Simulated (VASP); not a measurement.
Be2TlSi2, 5 atoms in the cell. It takes space group I4/mmm (No. 139, tetragonal). Conventional cell: a = 3.810 Å, b = 3.810 Å, c = 9.996 Å, α = 90.00°, β = 90.00°, γ = 90.00°. Within 3.0 Å of Be (site symmetry -4m2) lie 4 Si at 2.27 Å and 4 Be at 2.69 Å. Tl (site symmetry 4/mmm) has 10 Si at 2.97 to 3.74 Å and 8 Be at 3.14 Å and 4 Tl at 3.81 Å within 3.9 Å. Within 3.0 Å of Si (site symmetry 4mm) lie 4 Be at 2.27 Å and 1 Si at 2.52 Å and 4 Tl at 2.97 Å. 

* Program: VASP 6.6.1
* Task: single point
* Functional: PBE
* Potentials or basis: VASP PAW PBE potentials, release 64 (Be, Tl_d, Si)
* Cutoff: 520 eV
* k mesh: 6 × 6 × 6
* Occupations: gaussian, width 0.1 eV
* Spin: no spin polarisation
* Dipole correction: no
* Further INCAR settings: ALGO = Fast; EDIFF = 1e-06; NBANDS = 20

Potentials or basis: VASP PAW PBE potentials, release 64 (Be, Tl_d, Si).

Command:

```sh
$ cat potpaw_PBE.64/Be/POTCAR potpaw_PBE.64/Tl_d/POTCAR potpaw_PBE.64/Si/POTCAR > POTCAR
$ mpirun -np 1 vasp_std > vasp.out
```

Hardware: 1 thread of Intel(R) Xeon(R) Platinum 8488C (Sapphire Rapids), with other jobs on the host.

Q: How long does it take, and how much memory?

A: Run time: 63 s on 1 thread of Intel(R) Xeon(R) Platinum 8488C (Sapphire Rapids), with other jobs on the host, peak memory 0.28 GiB. Counts: scf iterations 13, k points 30.
